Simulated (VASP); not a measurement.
# ZnFe (P4/mmm) in VASP: single point with LDA

Aim: the single point of ZnFe with LDA.

Everything below comes from runs of VASP 6.6.1. Logs are shortened: lines on timing, memory, paths and dates and some standing lists are left out, and cuts for length are marked.

### 1 The cell of the first run

Symmetry: P4/mmm, No. 123, tetragonal system. The conventional cell has a = 2.542 Å, b = 2.542 Å, c = 3.870 Å, α = 90.00°, β = 90.00°, γ = 90.00°. Within 3.4 Å of Zn (site symmetry 4/mmm) lie 4 Zn at 2.54 Å and 8 Fe at 2.64 Å. Within 3.4 Å of Fe (site symmetry 4/mmm) lie 4 Fe at 2.54 Å and 8 Zn at 2.64 Å.

### 2 Single point, LDA, collinear spin, antiferromagnetic start

File INCAR:

```
SYSTEM = ZnFe
PREC = Accurate
ENCUT = 520
EDIFF = 1E-6
ISMEAR = -1
SIGMA = 0.05
LREAL = .False.
LASPH = .True.
NELM = 150
ALGO = Normal
ISIF = 2
LWAVE = .False.
LCHARG = .False.
ISPIN = 2
MAGMOM = 0 0 2 -2
LORBIT = 11
LMAXMIX = 4
GGA = CA
NBANDS = 32
```

File KPOINTS:

```
regular mesh
0
Gamma
  7 12 7
  0 0 0
```

File POSCAR:

```
ZnFe
1.0
    0.0000000000      2.5416021500      3.8701513400
    2.5416021500      0.0000000000      0.0000000000
    0.0000000000      2.5416021500     -3.8701513400
Zn Fe
2 2
Direct
    0.5000000000      0.5000000000      0.0000000000
    0.0000000000      0.5000000000      0.5000000000
    0.0000000000      0.0000000000      0.0000000000
    0.5000000000      0.0000000000      0.5000000000
```

Potentials or basis: VASP PAW LDA potentials, release 64 (Zn, Fe).

Command:

```console
> cat potpaw_LDA.64/Zn/POTCAR potpaw_LDA.64/Fe/POTCAR > POTCAR
> mpirun -np 1 vasp_std > vasp.out
```

OUTCAR:

```text
SYSTEM = ZnFe
   PREC = Accurate
   ENCUT = 520
   EDIFF = 1E-6
   ISMEAR = -1
   LREAL = .False.
   LASPH = .True.
   NELM = 150
   ISIF = 2
   ISPIN = 2
   LORBIT = 11
   GGA = CA

 ion  position               nearest neighbor table
   1  0.500  0.500  0.000-   2 2.54   2 2.54   4 2.64   4 2.64   3 2.64   4 2.64   4 2.64   3 2.64
                             3 2.64   3 2.64
   2  0.000  0.500  0.500-   1 2.54   1 2.54   4 2.64   3 2.64   3 2.64   4 2.64   3 2.64   4 2.64
                             3 2.64   4 2.64
   3  0.000  0.000  0.000-   4 2.54   4 2.54   1 2.64   2 2.64   1 2.64   2 2.64   2 2.64   1 2.64
                             2 2.64   1 2.64
   4  0.500  0.000  0.500-   3 2.54   3 2.54   1 2.64   1 2.64   1 2.64   2 2.64   1 2.64   2 2.64
                             2 2.64   2 2.64

  LATTYP: Found a base centered orthorhombic cell.
 ALAT       =     5.0832043000
 B/A-ratio  =     1.5227211466
 C/A-ratio  =     0.5000000000

  Lattice vectors:

 A1 = (   0.0000000000,   2.5416021500,  -3.8701513400)
 A2 = (   0.0000000000,   2.5416021500,   3.8701513400)
 A3 = (   2.5416021500,   0.0000000000,   0.0000000000)

Analysis of symmetry for initial positions (statically):
=====================================================================
 Subroutine PRICEL returns following result:

  LATTYP: Found a simple tetragonal cell.
 ALAT       =     2.5416021500
 C/A-ratio  =     1.5227211466

  Lattice vectors:

 A1 = (   0.0000000000,   2.5416021500,   0.0000000000)
 A2 = (   2.5416021500,   0.0000000000,   0.0000000000)
 A3 = (   0.0000000000,   0.0000000000,  -3.8701513400)

   2 primitive cells build up your supercell.

 Routine SETGRP: Setting up the symmetry group for a
 base centered orthorhombic supercell.

 Subroutine GETGRP returns: Found  8 space group operations
 (whereof  8 operations were pure point group operations)
 out of a pool of  8 trial point group operations.

The static configuration has the point symmetry D_2h.

Analysis of symmetry for dynamics (positions and initial velocities):
=====================================================================
 Subroutine PRICEL returns following result:

  LATTYP: Found a simple tetragonal cell.
 ALAT       =     2.5416021500
 C/A-ratio  =     1.5227211466

  Lattice vectors:

 A1 = (   0.0000000000,   2.5416021500,   0.0000000000)
 A2 = (   2.5416021500,   0.0000000000,   0.0000000000)
 A3 = (   0.0000000000,   0.0000000000,  -3.8701513400)

   2 primitive cells build up your supercell.

 Routine SETGRP: Setting up the symmetry group for a
 base centered orthorhombic supercell.

 Subroutine GETGRP returns: Found  8 space group operations
 (whereof  8 operations were pure point group operations)
 out of a pool of  8 trial point group operations.

The dynamic configuration has the point symmetry D_2h.

Analysis of structural, dynamic, and magnetic symmetry:
=====================================================================
 Subroutine PRICEL returns following result:

  LATTYP: Found a simple tetragonal cell.
 ALAT       =     2.5416021500
 C/A-ratio  =     1.5227211466

  Lattice vectors:

 A1 = (   0.0000000000,   2.5416021500,   0.0000000000)
 A2 = (   2.5416021500,   0.0000000000,   0.0000000000)
 A3 = (   0.0000000000,   0.0000000000,  -3.8701513400)

   2 primitive cells build up your supercell.

 Routine SETGRP: Setting up the symmetry group for a
 base centered orthorhombic supercell.

 Subroutine GETGRP returns: Found  8 space group operations
 (whereof  8 operations were pure point group operations)
 out of a pool of  8 trial point group operations.

The overall configuration has the point symmetry D_2h.

 Subroutine INISYM returns: Found  8 space group operations
 (whereof  8 operations are pure point group operations),
 and found     2 'primitive' translations

----------------------------------------------------------------------------------------

                                     Primitive cell

  volume of cell :      25.0002

  direct lattice vectors                    reciprocal lattice vectors
     0.000000000  2.541602150  0.000000000     0.000000000  0.393452610  0.000000000
     2.541602150  0.000000000  0.000000000     0.393452610  0.000000000  0.000000000
     0.000000000  0.000000000 -3.870151340     0.000000000  0.000000000 -0.258387828

  length of vectors
     2.541602150  2.541602150  3.870151340     0.393452610  0.393452610  0.258387828

  position of ions in fractional coordinates (direct lattice)
     0.500000000  0.500000000  0.500000000
     0.000000000  0.000000000  0.000000000

  ion indices of the primitive-cell ions
   primitive index   ion index
                 1           1
                 2           3

----------------------------------------------------------------------------------------

 KPOINTS: regular mesh

Automatic generation of k-mesh.
 Grid dimensions read from file:
 generate k-points for:    7   12    7

 Generating k-lattice:

  Cartesian coordinates                     Fractional coordinates (reciprocal lattice)
     0.000000000  0.028103758  0.018456273     0.142857143  0.000000000  0.000000000
     0.032787718  0.000000000  0.000000000     0.000000000  0.083333333  0.000000000
     0.000000000  0.028103758 -0.018456273     0.000000000  0.000000000  0.142857143

  Length of vectors
     0.033622243  0.032787718  0.033622243

  Shift w.r.t. Gamma in fractional coordinates (k-lattice)
     0.000000000  0.000000000  0.000000000

 Subroutine IBZKPT returns following result:
 ===========================================

 Found    112 irreducible k-points:

 Following reciprocal coordinates:
            Coordinates               Weight
  0.000000  0.000000  0.000000      1.000000
  0.142857  0.000000  0.000000      4.000000
  0.285714  0.000000  0.000000      4.000000
  0.428571  0.000000  0.000000      4.000000
  0.000000  0.083333  0.000000      2.000000
  0.142857  0.083333  0.000000      8.000000
[... 16 lines left out ...]
  0.285714  0.416667  0.000000      8.000000
  0.428571  0.416667  0.000000      8.000000
 [... further k-points ...]
   k-points           NKPTS =    112   k-points in BZ     NKDIM =    112   number of bands    NBANDS=     32
   number of dos      NEDOS =    301   number of ions     NIONS =      4
   total plane-waves  NPLWV =  25920
   dimension x,y,z NGX =    36 NGY =   20 NGZ =   36
   dimension x,y,z NGXF=    72 NGYF=   40 NGZF=   72
   ions per type =               2   2
   NGX,Y,Z   is equivalent  to a cutoff of  12.93, 13.08, 12.93 a.u.
   NGXF,Y,Z  is equivalent  to a cutoff of  25.85, 26.16, 25.85 a.u.
 SYSTEM =  ZnFe
   PREC   = accura    normal or accurate (medium, high low for compatibility)
   ISTART =      0    job   : 0-new  1-cont  2-samecut
   ICHARG =      2    charge: 1-file 2-atom 10-const
   ISPIN  =      2    spin polarized calculation?
   LNONCOLLINEAR =      F non collinear calculations
   LSORBIT =      F    spin-orbit coupling
   LASPH  =      T    aspherical Exc in radial PAW
   ENCUT  =  520.0 eV  38.22 Ry    6.18 a.u.   8.61  4.73  8.61*2*pi/ulx,y,z
   NELM   =    150;   NELMIN=  2; NELMDL= -5     # of ELM steps
   EDIFF  = 0.1E-05   stopping-criterion for ELM
   LREAL  =      F    real-space projection
[... 7 lines left out ...]
   TEBEG  =    0.0;   TEEND  =   0.0 temperature during run
   PSTRESS=    0.0 pullay stress
   NELECT =      40.0000    total number of electrons
   NUPDOWN=      -1.0000    fix difference up-down
   EMIN   =  10.00;   EMAX   =-10.00  energy-range for DOS
   EFERMI =   0.00;   METHOD = LEGACY
   ISMEAR =    -1;   SIGMA  =   0.05  broadening in eV -4-tet -1-fermi 0-gaus
   EFERMI_NEDOS =   21; number of points for ismear=-14 and -15
   IALGO  =     38    algorithm
   IMIX   =      4    mixing-type and parameters
     AMIX     =   0.40;   BMIX     =  1.00
     AMIX_MAG =   1.60;   BMIX_MAG =  1.00
  volume/ion in A,a.u.               =      12.50        84.35
  Fermi-wavevector in a.u.,A,eV,Ry     =   1.519744  2.871900 31.424317  2.309622
  Thomas-Fermi vector in A             =   2.628689
   LORBIT       =     11    0 simple, 1 ext, 2 COOP (PROOUT), +10 PAW based schemes
   GGA     = CA    functional components
   LHFCALC =     F    Hartree Fock is set to
   AEXX    =    0.0000 exact exchange contribution
   IVDW    =     0    specifies the selected vdW correction
   LEPSILON=     F    determine dielectric tensor
   LRPA    =     F    only Hartree local field effects (RPA)
 spin polarized calculation
  energy-cutoff  :      520.00
  volume of cell :       50.00
 maximum number of plane-waves:      1367
   NGX = 17   NGY =  9   NGZ = 17

 number of electron      40.0000014 magnetization       0.0000000

 number of electron      40.0000014 magnetization      -0.0000000

 Free energy of the ion-electron system (eV)
  ---------------------------------------------------
  ext. energy  EPLUGINS =         0.00000000
  ---------------------------------------------------
  free energy    TOTEN  =       -21.58941995 eV

  energy without entropy =      -21.53906924  energy(sigma->0) =      -21.56424459

 E-fermi :   4.2570     XC(G=0): -12.9236

 val. band max:        4.2519447607   @ k =   0.1429   0.1667   0.0000
 cond. band min:       4.2588068361   @ k =  -0.4286   0.4167   0.2857
 fundamental gap:      0.0068620754
 Fermi energy:         4.2570128570

 spin component 1

 k-point     1 :       0.0000    0.0000    0.0000
  band No.  band energies     occupation
      1      -5.6133      1.00000
      2      -3.7498      1.00000
      3      -3.6132      1.00000
      4      -3.6040      1.00000
      5      -3.4927      1.00000
      6      -2.8068      1.00000
[... 24 lines left out ...]
     31      21.8399      0.00000
     32      23.3738      0.00000

 k-point     2 :       0.1429    0.0000    0.0000
  band No.  band energies     occupation
      1      -5.4383      1.00000
      2      -3.7191      1.00000
      3      -3.6256      1.00000
      4      -3.5604      1.00000
      5      -3.4522      1.00000
      6      -2.7847      1.00000
[... 24 lines left out ...]
     31      22.1461      0.00000
     32      23.0011      0.00000
[... 733 lines left out ...]
     31      15.3707      0.00000
     32      15.4489      0.00000

 k-point    24 :       0.4286    0.4167    0.0000
  band No.  band energies     occupation
      1      -3.4557      1.00000
      2      -3.3667      1.00000
      3      -3.2813      1.00000
      4      -3.2258      1.00000
      5      -3.0143      1.00000
      6      -3.0041      1.00000
[... 24 lines left out ...]
     31      16.5272      0.00000
     32      17.1323      0.00000

 [... further k-points ...]

 spin component 2

 k-point     1 :       0.0000    0.0000    0.0000
  band No.  band energies     occupation
      1      -5.6133      1.00000
      2      -3.7498      1.00000
      3      -3.6132      1.00000
      4      -3.6040      1.00000
      5      -3.4927      1.00000
      6      -2.8068      1.00000
[... 24 lines left out ...]
     31      21.8399      0.00000
     32      23.3738      0.00000

 k-point     2 :       0.1429    0.0000    0.0000
  band No.  band energies     occupation
      1      -5.4383      1.00000
      2      -3.7191      1.00000
      3      -3.6256      1.00000
      4      -3.5604      1.00000
      5      -3.4522      1.00000
      6      -2.7847      1.00000
[... 24 lines left out ...]
     31      22.1461      0.00000
     32      23.0012      0.00000
[... 733 lines left out ...]
     31      15.3707      0.00000
     32      15.4489      0.00000

 k-point    24 :       0.4286    0.4167    0.0000
  band No.  band energies     occupation
      1      -3.4557      1.00000
      2      -3.3667      1.00000
      3      -3.2813      1.00000
      4      -3.2258      1.00000
      5      -3.0143      1.00000
      6      -3.0041      1.00000
[... 24 lines left out ...]
     31      16.5272      0.00000
     32      17.1323      0.00000

 [... further k-points ...]

------------------------ aborting loop because EDIFF is reached ----------------------------------------

  FORCE on cell =-STRESS in cart. coord.  units (eV):
  Direction    XX          YY          ZZ          XY          YZ          ZX
  --------------------------------------------------------------------------------------
  -------------------------------------------------------------------------------------
  Total       -4.7051038     -3.0146650     -4.0876446      0.0000000     -0.0000000      0.0000000
  in kB     -150.7671452    -96.5998727   -130.9817005      0.0000000     -0.0000000      0.0000000
  external PRESSURE =    -126.1162395 kB  Pullay stress =       0.0000000 kB

 VOLUME and BASIS-vectors are now :
 -----------------------------------------------------------------------------
  energy-cutoff  :      520.00
  volume of cell :       50.00
      direct lattice vectors                 reciprocal lattice vectors
     0.000000000  2.541602150  3.870151340     0.000000000  0.196726305  0.129193914
     2.541602150  0.000000000  0.000000000     0.393452610  0.000000000  0.000000000
     0.000000000  2.541602150 -3.870151340     0.000000000  0.196726305 -0.129193914

 POSITION                                       TOTAL-FORCE (eV/Angst)
 -----------------------------------------------------------------------------------
      1.27080      1.27080      1.93508        -0.000000      0.000000      0.000000
      1.27080      1.27080     -1.93508         0.000000      0.000000     -0.000000
      0.00000      0.00000      0.00000         0.000000     -0.000000      0.000000
      0.00000      2.54160      0.00000         0.000000     -0.000000     -0.000000
 -----------------------------------------------------------------------------------
    total drift:                                0.000000      0.000000      0.000000

  FREE ENERGIE OF THE ION-ELECTRON SYSTEM (eV)
  ---------------------------------------------------
  free  energy   TOTEN  =       -21.5894199457 eV

  energy  without entropy=      -21.5390692398  energy(sigma->0) =      -21.56424459

 total charge

# of ion       s       p       d       tot
------------------------------------------
    1        0.630   0.586   9.735  10.952
    2        0.630   0.586   9.735  10.952
    3        0.419   0.429   6.285   7.133
    4        0.419   0.429   6.285   7.133
--------------------------------------------------
tot          2.098   2.030  32.041  36.169

 magnetization (x)

# of ion       s       p       d       tot
------------------------------------------
    1        0.000   0.000   0.000   0.000
    2        0.000   0.000   0.000   0.000
    3        0.003   0.014   1.877   1.893
    4       -0.003  -0.014  -1.877  -1.893
--------------------------------------------------
tot          0.000   0.000   0.000   0.000
```

Wall time 5.3 min (1 thread of Intel Xeon 8259CL, shared host); peak memory 0.35 GiB.

Results:

| Item | Value |
| --- | --- |
| Free energy | -21.5894 eV |
| Pressure | -12.6 GPa |
| Band gap on the k mesh | zero (filled and empty bands overlap) |
| Net moment | 0.00 μB per cell |
| Site moments | Zn +0.00; Fe +1.89, -1.89 μB |
| Valence electrons inside the program's atomic spheres | Zn 10.95; Fe 7.13 |

Levels at points of the mesh, in eV from the Fermi level:
Spin up:
| k point | band 16 | band 17 | band 18 | band 19 | band 20 | band 21 | band 22 | band 23 | band 24 | band 25 |
| --- | --- | --- | --- | --- | --- | --- | --- | --- | --- | --- |
| (0.00, 0.00, 0.00) | -1.65 | -1.03 | -0.96 | -0.84 | -0.12 | -0.06 | -0.05 | 1.00 | 1.16 | 3.02 |
| (0.00, 0.50, 0.00) | -2.13 | -1.89 | -0.32 | -0.17 | 0.20 | 1.11 | 2.31 | 5.23 | 5.26 | 5.69 |
Spin down:
| k point | band 18 | band 19 | band 20 | band 21 | band 22 | band 23 |
| --- | --- | --- | --- | --- | --- | --- |
| (0.00, 0.00, 0.00) | -0.96 | -0.84 | -0.12 | -0.06 | -0.05 | 1.00 |
| (0.00, 0.50, 0.00) | -0.32 | -0.17 | 0.20 | 1.11 | 2.31 | 5.23 |

Caveat: the stress differs along the axes, from -15 to -10 GPa; the antiferromagnetic order is the one typed at the start, and another may lie lower.
